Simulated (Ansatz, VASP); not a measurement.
# Two plane-wave programs on ZnMoP

```xyz
6
Lattice="3.5523 0.0000 0.0000 0.0000 3.5523 0.0000 0.0000 0.0000 6.8363" Properties=species:S:1:pos:R:3 pbc="T T T"
Zn    0.0000    0.0000    3.4182
Zn    1.7762    1.7762    3.4182
Mo    1.7762    0.0000    1.0387
Mo    0.0000    1.7762    5.7976
P     1.7762    0.0000    5.4923
P     0.0000    1.7762    1.3440
```

Alike in both runs: functional PBE; k mesh 10 × 10 × 6; occupations gaussian, width 0.1 eV; no spin polarisation.

Ansatz relaxed the structure, and its values are those at the end. VASP's run is a single point on that final structure, the one shown.

```csv
,VASP,Ansatz
version,VASP 6.6.1,Ansatz 0.2.0
potentials or method,"VASP PAW PBE potentials, release 64 (Zn, Mo_sv, P), cutoff 520 eV","scalar-relativistic, plane waves, PAW"
valence electrons in the cell,62,62
```

```csv
,VASP,Ansatz,Ansatz less VASP
gap on the k mesh at the Fermi level (eV),none,none,-
pressure (GPa),0.2,0.0,-0.26
```

A gap of «none» marks a metal or a gap that the smearing closes.
